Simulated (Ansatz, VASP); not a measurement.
**GaGe: VASP beside Ansatz**

The input INCAR:

```
ALGO     = Normal         # electronic algorithm
EDIFF    = 1E-7           # SCF threshold, eV
ENCUT    = 520            # plane-wave cutoff, eV
GGA      = PS             # functional
ISIF     = 2              # what is computed and relaxed
ISMEAR   = 0              # smearing method
LASPH    = True           # aspherical terms in the spheres
LCHARG   = False          # write CHGCAR
LDAU     = True           # DFT+U
LDAUJ    = 0 0          
LDAUL    = 2 -1           # shell
LDAUPRINT= 1            
LDAUTYPE = 2            
LDAUU    = 4 0            # U, eV
LREAL    = False          # projectors in reciprocal space
LWAVE    = False          # write WAVECAR
NBANDS   = 20             # bands
NELM     = 150            # most SCF steps
PREC     = Accurate       # precision mode
SIGMA    = 0.1            # smearing width, eV
```

KPOINTS

```
k-points
0
Gamma
  4 4 4
```

POSCAR

```
GaGe
1.0
    0.0000000000      2.8978440000      2.8978440000
    2.8978440000      0.0000000000      2.8978440000
    2.8978440000      2.8978440000      0.0000000000
Ga Ge
1 1
Direct
    0.7500000000      0.7500000000      0.7500000000
    0.0000000000      0.0000000000      0.0000000000
```

Input for Ansatz:

```yaml
crystal:
  lattice:
    - [0.0, 2.897844, 2.897844]
    - [2.897844, 0.0, 2.897844]
    - [2.897844, 2.897844, 0.0]
  atoms:
    - { symbol: Ga, position: [0.75, 0.75, 0.75] }
    - { symbol: Ge, position: [0.0, 0.0, 0.0] }
basis:
  ecutwfc: 420
kpoints:
  mp_grid: { grid: [4, 4, 4] }
hamiltonian:
  xc: pbesol
  hubbard: { sites: [{ species: Ga, l: d, u_eff: 4.0 }] }
scf:
  occupations: { method: gaussian, width: 0.1 }
  lower_state_search: "off"
  max_iter: 30
  convergence: { dr2_threshold: "1e-4 eV" }
output:
  forces: true
  stress: true
  eigenvalues: true
```

Alike in both runs: task single point; functional PBEsol; k mesh 4 × 4 × 4; occupations gaussian, width 0.1 eV; no spin polarisation; Hubbard terms Ga d U = 4.0 eV.

|  | VASP | Ansatz |
| --- | --- | --- |
| version | VASP 6.6.1 | Ansatz 0.2.0 |
| potentials or method | VASP PAW PBE potentials, release 64 (Ga_d, Ge_d), cutoff 520 eV | scalar-relativistic, plane waves, PAW |
| valence electrons in the cell | 27 | 27 |

```csv
,VASP,Ansatz,Ansatz less VASP
gap on the k mesh at the Fermi level (eV),none,none,-
pressure (GPa),-3.8,-2.8,+1.03
```

VASP's potentials were made for PBE, not for PBEsol. The programs project onto different local orbitals, so the same U acts differently, and such runs can settle in different states. A gap of «none» marks a metal or a gap that the smearing closes. Ansatz's warnings: filled band counts differ across k points, force scf threshold loose, stress scf threshold loose.

The k mesh is coarse, so the values compare programs but aren't converged.
